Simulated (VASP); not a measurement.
Crystal: HfN (rocksalt type).

```
Hf N
1.0
     0.00000    2.15443    2.15443
     2.15443    0.00000    2.15443
     2.15443    2.15443    0.00000
Hf N
1 1
Cartesian
  0.0000 0.0000 0.0000
  2.1544 2.1544 2.1544
```

```yaml
Program: VASP 6.6.1
Task: relaxation of cell and atoms
Functional: PBE
Potentials_or_basis: VASP PAW PBE potentials, release 64 (Hf_pv, N)
Cutoff: 600 eV
k_mesh: 15 × 15 × 15
Occupations: fermi-dirac, width 0.1 eV
Spin: no spin polarisation
```

At the start: pressure 57.6 GPa; volume 10.00 Å³/atom.

Question: Where does the relaxation end?

Answer: Over 5 steps the energy falls by 259.8 meV/atom and the volume is 11.66 Å³/atom (+16.6 %); space group Fm-3m (No. 225, to 0.05 Å).

Step by step:
```
step  energy change (eV)  largest force (eV/Å)  pressure (GPa)  volume (Å³)
   1              0.0000                0.0000           57.59        20.00
   2              1.1119                0.0000          -43.43        32.31
   3             -0.5139                0.0000           -4.44        23.72
   4             -0.5194                0.0000           -0.85        23.39
   5             -0.5196                0.0000            0.01        23.31
```

Final structure:
```
Hf N
1.0
     0.00000    2.26740    2.26740
     2.26740    0.00000    2.26740
     2.26740    2.26740    0.00000
Hf N
1 1
Direct
  0.00000 0.00000 0.00000
  0.50000 0.50000 0.50000
```

Caveat: the volume moved by over 15 % at a fixed basis, so the end points are rough.
